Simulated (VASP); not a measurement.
Write the native input for VASP 6.6.1 that does the following.

* Task: single point
* Functional: PBE
* Potentials or basis: VASP PAW PBE potentials, release 64 (Cu, I)
* Cutoff: 520 eV
* k mesh: 9 × 9 × 9
* Occupations: fermi-dirac, width 0.03 eV
* Spin: no spin polarisation
* Dipole correction: no
* Further INCAR settings: ALGO = Normal; EDIFF = 1e-06; NBANDS = 16

The structure of CuI lies in POSCAR:

```
CuI
1.0
    0.0000000000      3.0622774390      2.9708700000
    3.0622774390      0.0000000000      2.9708700000
    3.0622774390      3.0622774390      0.0000000000
Cu I
1 1
Direct
    0.7500000000      0.7500000000      0.7500000000
    0.0000000000      0.0000000000      0.0000000000
```

This cell differs from its parent crystal: z stretched by -2 % at fixed volume.

These files were run (other wordings do the same):

INCAR

```
PREC = Accurate
ENCUT = 520
EDIFF = 1E-6
ISMEAR = -1
SIGMA = 0.03
LREAL = F
LASPH = T
NELM = 100
ALGO = Normal
ISIF = 2
LWAVE = F
LCHARG = F
GGA = PE
NBANDS = 16
```

KPOINTS

```
Automatic mesh
0
Gamma
  9 9 9
```

Potentials or basis: VASP PAW PBE potentials, release 64 (Cu, I).

Launch:

```sh
$ cat potpaw_PBE.64/Cu/POTCAR potpaw_PBE.64/I/POTCAR > POTCAR
$ mpirun -np 1 vasp_std > vasp.out
```

Results of the run:

```yaml
Pressure: 0.3 GPa
Band_gap_on_the_k_mesh: 1.11 eV, direct
```

Caveat: spin-orbit coupling is left out, which moves the levels of the heavy elements.

Wall time 110 s on 1 thread of AMD EPYC 7R13 (shared host), peak memory 0.19 GiB.
